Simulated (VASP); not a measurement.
# CsH (Imm2) in VASP: a series of runs, part 2 of 3

VASP 6.6.1. The steps go on from the part before.

## (3) Single point, LDA

INCAR

```
PREC = Accurate ; ENCUT = 500
EDIFF = 1E-6 ; ISMEAR = 0
SIGMA = 0.01 ; LREAL = F
LASPH = T ; NELM = 120
ALGO = Normal ; ISIF = 2
LWAVE = F ; LCHARG = F
GGA = CA ; NBANDS = 12
GGA_COMPAT = F
```

KPOINTS

```
regular mesh
0
Gamma
  4 4 4
```

POSCAR

```
CsH
1.0
    0.0000000000      3.1880000000      3.1880000000
    3.1880000000      0.0000000000      3.1880000000
    3.1880000000      3.1880000000      0.0000000000
Cs H
1 1
Direct
    0.0000000000      0.0150000000      0.0000000000
    0.5000000000      0.5000000000      0.5000000000
```

Potentials or basis: VASP PAW LDA potentials, release 64 (Cs_sv, H).

Started as:

```
> cat potpaw_LDA.64/Cs_sv/POTCAR potpaw_LDA.64/H/POTCAR > POTCAR
> mpirun -np 1 vasp_std > vasp.out
```

OUTCAR:

```text
PREC = Accurate
   ENCUT = 500
   EDIFF = 1E-6
   ISMEAR = 0
   LREAL = F
   LASPH = T
   NELM = 120
   ISIF = 2
   GGA = CA

 ion  position               nearest neighbor table
   1  0.000  0.015  0.000-
   2  0.500  0.500  0.500-

  LATTYP: Found a face centered cubic cell.
 ALAT       =     6.3760000000

  Lattice vectors:

 A1 = (   0.0000000000,   3.1880000000,   3.1880000000)
 A2 = (   3.1880000000,   0.0000000000,   3.1880000000)
 A3 = (   3.1880000000,   3.1880000000,   0.0000000000)

Analysis of symmetry for initial positions (statically):
=====================================================================
 Subroutine PRICEL returns:
 Original cell was already a primitive cell.

 Routine SETGRP: Setting up the symmetry group for a
 face centered cubic supercell.

 Subroutine GETGRP returns: Found  4 space group operations
 (whereof  4 operations were pure point group operations)
 out of a pool of 48 trial point group operations.

The static configuration has the point symmetry C_2v.

Analysis of symmetry for dynamics (positions and initial velocities):
=====================================================================
 Subroutine PRICEL returns:
 Original cell was already a primitive cell.

 Routine SETGRP: Setting up the symmetry group for a
 face centered cubic supercell.

 Subroutine GETGRP returns: Found  4 space group operations
 (whereof  4 operations were pure point group operations)
 out of a pool of 48 trial point group operations.

The dynamic configuration has the point symmetry C_2v.

 Subroutine INISYM returns: Found  4 space group operations
 (whereof  4 operations are pure point group operations),
 and found     1 'primitive' translations

----------------------------------------------------------------------------------------

                                     Primitive cell

  volume of cell :      64.8015

  direct lattice vectors                    reciprocal lattice vectors
     0.000000000  3.188000000  3.188000000    -0.156838143  0.156838143  0.156838143
     3.188000000  0.000000000  3.188000000     0.156838143 -0.156838143  0.156838143
     3.188000000  3.188000000  0.000000000     0.156838143  0.156838143 -0.156838143

  length of vectors
     4.508512837  4.508512837  4.508512837     0.271651632  0.271651632  0.271651632

  position of ions in fractional coordinates (direct lattice)
     0.000000000  0.015000000  0.000000000
     0.500000000  0.500000000  0.500000000

  ion indices of the primitive-cell ions
   primitive index   ion index
                 1           1
                 2           2

----------------------------------------------------------------------------------------

 KPOINTS: regular mesh

Automatic generation of k-mesh.
 Grid dimensions read from file:
 generate k-points for:    4    4    4

 Generating k-lattice:

  Cartesian coordinates                     Fractional coordinates (reciprocal lattice)
    -0.039209536  0.039209536  0.039209536     0.250000000  0.000000000  0.000000000
     0.039209536 -0.039209536  0.039209536     0.000000000  0.250000000  0.000000000
     0.039209536  0.039209536 -0.039209536     0.000000000  0.000000000  0.250000000

  Length of vectors
     0.067912908  0.067912908  0.067912908

  Shift w.r.t. Gamma in fractional coordinates (k-lattice)
     0.000000000  0.000000000  0.000000000

 Subroutine IBZKPT returns following result:
 ===========================================

 Found     18 irreducible k-points:

 Following reciprocal coordinates:
            Coordinates               Weight
  0.000000  0.000000  0.000000      1.000000
  0.250000  0.000000  0.000000      4.000000
  0.000000  0.250000  0.000000      4.000000
  0.500000  0.000000  0.000000      2.000000
  0.000000  0.500000  0.000000      2.000000
  0.250000  0.250000  0.000000      4.000000
[... 10 lines left out ...]
 -0.250000  0.500000  0.250000      2.000000
  0.250000 -0.250000  0.500000      4.000000
   k-points           NKPTS =     18   k-points in BZ     NKDIM =     18   number of bands    NBANDS=     12
   number of dos      NEDOS =    301   number of ions     NIONS =      2
   total plane-waves  NPLWV =  46656
   dimension x,y,z NGX =    36 NGY =   36 NGZ =   36
   dimension x,y,z NGXF=    72 NGYF=   72 NGZF=   72
   ions per type =               1   1
   NGX,Y,Z   is equivalent  to a cutoff of  13.27, 13.27, 13.27 a.u.
   NGXF,Y,Z  is equivalent  to a cutoff of  26.55, 26.55, 26.55 a.u.
 SYSTEM =  unknown system
   PREC   = accura    normal or accurate (medium, high low for compatibility)
   ISTART =      0    job   : 0-new  1-cont  2-samecut
   ICHARG =      2    charge: 1-file 2-atom 10-const
   ISPIN  =      1    spin polarized calculation?
   LNONCOLLINEAR =      F non collinear calculations
   LSORBIT =      F    spin-orbit coupling
   LASPH  =      T    aspherical Exc in radial PAW
   ENCUT  =  500.0 eV  36.75 Ry    6.06 a.u.   8.22  8.22  8.22*2*pi/ulx,y,z
   NELM   =    120;   NELMIN=  2; NELMDL= -5     # of ELM steps
   EDIFF  = 0.1E-05   stopping-criterion for ELM
   LREAL  =      F    real-space projection
   EDIFFG = 0.1E-04   stopping-criterion for IOM
   NSW    =      0    number of steps for IOM
   IBRION =     -1    ionic relax: 0-MD 1-quasi-New 2-CG
   NFREE  =      0    steps in history (QN), initial steepest desc. (CG)
   ISIF   =      2    stress and relaxation
   ISYM   =      2    0-nonsym 1-usesym 2-fastsym
   POTIM  = 0.5000    time-step for ionic-motion
   TEBEG  =    0.0;   TEEND  =   0.0 temperature during run
   PSTRESS=    0.0 pullay stress
   NELECT =      10.0000    total number of electrons
   NUPDOWN=      -1.0000    fix difference up-down
   EMIN   =  10.00;   EMAX   =-10.00  energy-range for DOS
   EFERMI =   0.00;   METHOD = LEGACY
   ISMEAR =     0;   SIGMA  =   0.01  broadening in eV -4-tet -1-fermi 0-gaus
   EFERMI_NEDOS =   21; number of points for ismear=-14 and -15
   IALGO  =     38    algorithm
   IMIX   =      4    mixing-type and parameters
     AMIX     =   0.40;   BMIX     =  1.00
     AMIX_MAG =   1.60;   BMIX_MAG =  1.00
  volume/ion in A,a.u.               =      32.40       218.65
  Fermi-wavevector in a.u.,A,eV,Ry     =   0.878105  1.659378 10.491026  0.771069
  Thomas-Fermi vector in A             =   1.998146
   LORBIT       =      0    0 simple, 1 ext, 2 COOP (PROOUT), +10 PAW based schemes
   GGA     = CA    functional components
   LHFCALC =     F    Hartree Fock is set to
   AEXX    =    0.0000 exact exchange contribution
   IVDW    =     0    specifies the selected vdW correction
   LEPSILON=     F    determine dielectric tensor
   LRPA    =     F    only Hartree local field effects (RPA)
 non-spin polarized calculation
 Gauss-broadening in eV      SIGMA  =   0.01
  energy-cutoff  :      500.00
  volume of cell :       64.80
 maximum number of plane-waves:      1676
 NGX is ok and might be reduce to    36
   NGX = 17   NGY = 17   NGZ = 17

 number of electron      10.0000000 magnetization

 number of electron       9.9999999 magnetization

 Free energy of the ion-electron system (eV)
  ---------------------------------------------------
  ext. energy  EPLUGINS =         0.00000000
  ---------------------------------------------------
  free energy    TOTEN  =        -4.88880501 eV

  energy without entropy =       -4.88880501  energy(sigma->0) =       -4.88880501

 E-fermi :   0.1641     XC(G=0):  -7.5288

 val. band max:        0.0368442083   @ k =   0.5000   0.0000   0.0000
 cond. band min:       1.9695740801   @ k =   0.5000   0.0000   0.0000
 fundamental gap:      1.9327298718
 Fermi energy:         0.1641235443

 k-point     1 :       0.0000    0.0000    0.0000
  band No.  band energies     occupation
      1     -21.4158      2.00000
      2      -7.8639      2.00000
      3      -7.8635      2.00000
      4      -7.8630      2.00000
      5      -1.8346      2.00000
      6       5.0133      0.00000
      7       5.0133      0.00000
      8       5.0144      0.00000
      9       5.6921      0.00000
     10       6.8247      0.00000
     11       6.8258      0.00000
     12       8.5447      0.00000
[... 241 lines left out ...]
 k-point    18 :       0.2500   -0.2500    0.5000
  band No.  band energies     occupation
      1     -21.3099      2.00000
      2      -8.3886      2.00000
      3      -8.3884      2.00000
      4      -8.1924      2.00000
      5      -0.7269      2.00000
      6       3.9299      0.00000
      7       3.9303      0.00000
      8       5.0080      0.00000
      9       8.2573      0.00000
     10       8.7712      0.00000
     11       8.7889      0.00000
     12       8.7922      0.00000

------------------------ aborting loop because EDIFF is reached ----------------------------------------

  FORCE on cell =-STRESS in cart. coord.  units (eV):
  Direction    XX          YY          ZZ          XY          YZ          ZX
  --------------------------------------------------------------------------------------
  -------------------------------------------------------------------------------------
  Total       -0.4918239     -0.5009850     -0.4918239      0.0000000      0.0000000     -0.0015120
  in kB      -12.1600474    -12.3865504    -12.1600474      0.0000000      0.0000000     -0.0373843
  external PRESSURE =     -12.2355484 kB  Pullay stress =       0.0000000 kB

 VOLUME and BASIS-vectors are now :
 -----------------------------------------------------------------------------
  energy-cutoff  :      500.00
  volume of cell :       64.80
      direct lattice vectors                 reciprocal lattice vectors
     0.000000000  3.188000000  3.188000000    -0.156838143  0.156838143  0.156838143
     3.188000000  0.000000000  3.188000000     0.156838143 -0.156838143  0.156838143
     3.188000000  3.188000000  0.000000000     0.156838143  0.156838143 -0.156838143

 POSITION                                       TOTAL-FORCE (eV/Angst)
 -----------------------------------------------------------------------------------
      0.04782      0.00000      0.04782        -0.021225     -0.000000     -0.021225
      3.18800      3.18800      3.18800         0.021225      0.000000      0.021225
 -----------------------------------------------------------------------------------
    total drift:                                0.000059     -0.000000      0.000059

  FREE ENERGIE OF THE ION-ELECTRON SYSTEM (eV)
  ---------------------------------------------------
  free  energy   TOTEN  =        -4.8888050113 eV

  energy  without entropy=       -4.8888050113  energy(sigma->0) =       -4.88880501
```

OSZICAR:

```text
N       E                     dE             d eps       ncg     rms          rms(c)
DAV:   1     0.417799820958E+02    0.41780E+02   -0.40457E+03   432   0.663E+02
DAV:   2    -0.238354677290E+01   -0.44164E+02   -0.42121E+02   532   0.113E+02
DAV:   3    -0.565035815708E+01   -0.32668E+01   -0.32617E+01   556   0.333E+01
DAV:   4    -0.567748932499E+01   -0.27131E-01   -0.27128E-01   492   0.339E+00
DAV:   5    -0.567761054915E+01   -0.12122E-03   -0.12122E-03   556   0.238E-01    0.351E+00
DAV:   6    -0.502362378701E+01    0.65399E+00   -0.48529E-01   456   0.267E+00    0.145E+00
DAV:   7    -0.488245892319E+01    0.14116E+00   -0.49856E-01   472   0.235E+00    0.586E-01
DAV:   8    -0.489460080790E+01   -0.12142E-01   -0.53107E-02   460   0.968E-01    0.309E-01
DAV:   9    -0.488867380823E+01    0.59270E-02   -0.10306E-02   488   0.420E-01    0.309E-02
DAV:  10    -0.488883347712E+01   -0.15967E-03   -0.17556E-03   448   0.150E-01    0.373E-02
DAV:  11    -0.488880697024E+01    0.26507E-04   -0.14901E-04   484   0.451E-02    0.108E-02
DAV:  12    -0.488880498962E+01    0.19806E-05   -0.15402E-05   492   0.172E-02    0.118E-03
DAV:  13    -0.488880501130E+01   -0.21675E-07   -0.12836E-06   460   0.482E-03
   1 F= -.48888050E+01 E0= -.48888050E+01  d E =-.777167E-74
```

stdout:

```text
POSCAR found type information on POSCAR CsH
 POSCAR found :  2 types and       2 ions
 scaLAPACK will be used
 LDA part: xc-table for (Slater(with rela. corr.)+CA(PZ))
 , standard interpolation
 POSCAR, INCAR and KPOINTS ok, starting setup
 FFT: planning ... GRIDC
 FFT: planning ... GRID_SOFT
 FFT: planning ... GRID
 WAVECAR not read
 entering main loop
```

Run time: 23 s. Hardware: 1 thread of Intel Xeon 8259CL, shared host; peak memory 0.17 GiB.

What came out:

* Free energy: -4.8888 eV
* Pressure: -1.2 GPa
* Largest force: 0.030 eV/Å
* Band gap on the k mesh: 1.93 eV

Forces in eV/Å, atoms in the order of the input:
```
Cs  -0.021  0.000 -0.021
H    0.021  0.000  0.021
```

Caveat: the k points lie up to 0.43 Å⁻¹ apart; spin-orbit coupling is left out, which moves the levels of the heavy elements.

(Part 2 of 3 ends here.)
